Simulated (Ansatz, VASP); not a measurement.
# K in VASP and in Ansatz

File INCAR:

```
PREC     = Accurate       # precision mode
ENCUT    = 520            # plane-wave cutoff, eV
EDIFF    = 1E-6           # SCF threshold, eV
ISMEAR   = -1             # smearing method
SIGMA    = 0.1            # smearing width, eV
LREAL    = F              # projectors in reciprocal space
LASPH    = T              # aspherical terms in the spheres
NELM     = 60             # most SCF steps
ALGO     = Normal         # electronic algorithm
ISIF     = 2              # what is computed and relaxed
LWAVE    = F              # write WAVECAR
LCHARG   = F              # write CHGCAR
GGA      = PE             # functional
NBANDS   = 10             # bands
```

KPOINTS

```
regular mesh
0
Gamma
  10 10 10
```

POSCAR

```
K
1.0
    0.0000000000      2.4523453870      2.4523453870
    2.4523453870      0.0000000000      2.4523453870
    2.4523453870      2.4523453870      0.0000000000
K
1
Direct
    0.0000000000      0.0000000000      0.0000000000
```

Input for Ansatz:

```yaml
crystal:
  lattice:
    - [0.0, 2.452345387, 2.452345387]
    - [2.452345387, 0.0, 2.452345387]
    - [2.452345387, 2.452345387, 0.0]
  atoms:
    - { symbol: K, position: [0.0, 0.0, 0.0] }
kpoints:
  mp_grid: { grid: [10, 10, 10] }
scf:
  occupations: { method: fermi_dirac, width: 0.1 }
hamiltonian:
  xc: pbe
  pseudopotentials: { kind: all_electron, datasets: crystal }
output:
  forces: true
  stress: true
  eigenvalues: true
```

Change from the starting cell: volume scaled by 0.4, crystal datasets.

Alike in both runs: task single point; functional PBE; k mesh 10 × 10 × 10; occupations fermi-dirac, width 0.1 eV; no spin polarisation.

```csv
,VASP,Ansatz
version,VASP 6.6.1,Ansatz 0.2.0
potentials or method,"VASP PAW PBE potentials, release 64 (K_sv), cutoff 520 eV","all-electron PAW with datasets made for the crystal, scalar-relativistic"
```

```tsv
	VASP	Ansatz	Ansatz less VASP
pressure (GPa)	16.1	16.1	-0.02
```

Ansatz ran all-electron here, and VASP with PAW potentials.
